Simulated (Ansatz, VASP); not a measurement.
## Two plane-wave programs on Mo

The input INCAR:

```
PREC     = Accurate       # precision mode
ENCUT    = 520            # plane-wave cutoff, eV
EDIFF    = 1E-6           # SCF threshold, eV
ISMEAR   = -1             # smearing method
SIGMA    = 0.1            # smearing width, eV
LREAL    = False          # projectors in reciprocal space
LASPH    = True           # aspherical terms in the spheres
NELM     = 60             # most SCF steps
ALGO     = Normal         # electronic algorithm
ISIF     = 2              # what is computed and relaxed
LWAVE    = False          # write WAVECAR
LCHARG   = False          # write CHGCAR
GGA      = PS             # functional
NBANDS   = 28             # bands
```

Contents of KPOINTS:

```
regular mesh
0
Gamma
  9 9 14
```

Contents of POSCAR:

```
Mo
1.0
    4.7405050593      0.0000000000      0.0000000000
   -2.3702525296      4.1053978081      0.0000000000
    0.0000000000      0.0000000000      2.6017462917
Mo
3
Direct
    0.0000000000      0.0000000000      0.0000000000
    0.3333333333      0.6666666667      0.5000000000
    0.6666666667      0.3333333333      0.5000000000
```

Input for Ansatz:

```yaml
crystal:
  lattice:
    - [4.7405050593, 0.0, 0.0]
    - [-2.3702525296, 4.1053978081, 0.0]
    - [0.0, 0.0, 2.6017462917]
  atoms:
    - { symbol: Mo, position: [0.0, 0.0, 0.0] }
    - { symbol: Mo, position: [0.3333333333, 0.6666666667, 0.5] }
    - { symbol: Mo, position: [0.6666666667, 0.3333333333, 0.5] }
hamiltonian:
  xc: pbesol
  pseudopotentials:
    kind: paw
    azcp:
      Mo: "pseudopotentials/Mo.paw.azcp"
basis:
  ecutwfc: 420
  fft_grid_basis: typed
kpoints:
  mp_grid: { grid: [9, 9, 14], shift: [0, 0, 0] }
magnetization:
  spin_polarized: false
scf:
  occupations: { method: fermi_dirac, width: 0.1 }
  lower_state_search: "off"
output:
  stress: true
```

Alike in both runs: task single point; functional PBEsol; k mesh 9 × 9 × 14; occupations fermi-dirac, width 0.1 eV; no spin polarisation.

|  | VASP | Ansatz |
| --- | --- | --- |
| version | VASP 6.6.1 | Ansatz 0.2.0 |
| potentials or method | VASP PAW PBE potentials, release 64 (Mo_sv), cutoff 520 eV | plane waves (420 eV) with PAW, scalar-relativistic |
| valence electrons in the cell | 42 | 42 |

```tsv
	VASP	Ansatz	Ansatz less VASP
pressure (GPa)	-16.4	-16.8	-0.37
traceless stress, the component that is largest in VASP (GPa)	-2.04	-2.13	-0.098
```

VASP's potentials were made for PBE, not for PBEsol, and Ansatz warns of the same on its side. With one functional, cell and mesh, what is left measures potentials, basis and numerics.
